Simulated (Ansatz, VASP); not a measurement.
# Two plane-wave programs on B

```
B
1.0
     4.48466    0.00000    0.00000
    -2.24233    3.88383    0.00000
     0.00000    0.00000    5.48463
B
12
Cartesian
  0.7749 1.3822 3.7212
  2.9002 -0.0201 1.8930
  3.0519 2.5216 5.5494
  1.4675 2.5016 0.9788
  -0.6578 3.9039 4.6353
  -0.8096 1.3622 2.8071
  -1.4675 2.5016 1.7635
  0.8096 1.3622 -0.0647
  0.6578 3.9039 3.5917
  3.7098 1.3822 4.5058
  1.4327 2.5216 2.6776
  1.5845 -0.0201 0.8494
```

Alike in both runs: functional PBE; k mesh 6 × 6 × 4; occupations gaussian, width 0.1 eV; no spin polarisation.

Ansatz relaxed the structure, and its values are those at the end. VASP's run is a single point on that final structure, the one shown.

```csv
,VASP,Ansatz
version,VASP 6.6.1,Ansatz 0.2.0
potentials or method,"VASP PAW PBE potentials, release 64 (B), cutoff 520 eV","scalar-relativistic, plane waves, PAW"
valence electrons in the cell,36,36
```

|  | VASP | Ansatz | Ansatz less VASP |
| --- | --- | --- | --- |
| gap on the k mesh at the Fermi level (eV) | none | none | - |
| pressure (GPa) | 0.1 | 0.0 | -0.02 |
| rms of the force components (eV/Å) | 0.002 | 0.006 | +0.0037 |

A gap of «none» marks a metal or a gap that the smearing closes.
